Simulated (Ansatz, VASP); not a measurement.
**SnSe: VASP beside Ansatz**

Contents of INCAR:

```
SYSTEM = SnSe
PREC     = Accurate       ! precision mode
ENCUT    = 520            ! plane-wave cutoff, eV
EDIFF    = 1E-6           ! SCF threshold, eV
ISMEAR   = -1             ! smearing method
SIGMA    = 0.08           ! smearing width, eV
LREAL    = .FALSE.        ! projectors in reciprocal space
LASPH    = .TRUE.         ! aspherical terms in the spheres
NELM     = 60             ! most SCF steps
ALGO     = Normal         ! electronic algorithm
ISIF     = 2              ! what is computed and relaxed
LWAVE    = .FALSE.        ! write WAVECAR
LCHARG   = .FALSE.        ! write CHGCAR
GGA      = PE             ! functional
NBANDS   = 17             ! bands
```

File KPOINTS:

```
Automatic mesh
0
G
  14 14 14
  0 0 0
```

The input POSCAR:

```
SnSe
1.0
    3.1717558819      0.0000000000      0.0000000000
    0.0000000000      3.1717558819      0.0000000000
    0.0000000000      0.0000000000      3.1717558819
Sn Se
1 1
Direct
    0.0000000000      0.0000000000      0.0000000000
    0.5000000000      0.5000000000      0.5000000000
```

Input for Ansatz:

```yaml
crystal:
  lattice:
    - [3.1717558819, 0.0, 0.0]
    - [0.0, 3.1717558819, 0.0]
    - [0.0, 0.0, 3.1717558819]
  atoms:
    - { symbol: Sn, position: [0.0, 0.0, 0.0] }
    - { symbol: Se, position: [0.5, 0.5, 0.5] }
kpoints:
  mp_grid: { grid: [14, 14, 14] }
scf:
  occupations: { method: fermi_dirac, width: 0.08 }
hamiltonian:
  xc: pbe
  pseudopotentials: { kind: all_electron, lapw: { basis_error: 0.001 } }
output:
  forces: true
  stress: true
  eigenvalues: true
  populations: true
```

Change from the starting cell: volume scaled by 0.64, LAPW.

Alike in both runs: task single point; functional PBE; k mesh 14 × 14 × 14; occupations fermi-dirac, width 0.08 eV; no spin polarisation.

|  | VASP | Ansatz |
| --- | --- | --- |
| version | VASP 6.6.1 | Ansatz 0.2.0 |
| potentials or method | VASP PAW PBE potentials, release 64 (Sn_d, Se), cutoff 520 eV | all-electron LAPW, scalar-relativistic |

Ansatz gave:

* pressure (GPa): 59.9

**Question.** Estimate VASP's values.

**Answer.** Pressure (GPa): 60.2.

Both programs put the cell under a high pressure, so it lies far from rest at this level. Ansatz ran all-electron here, and VASP with PAW potentials.

Noted on VASP's run: the cell as given lies far from equilibrium.
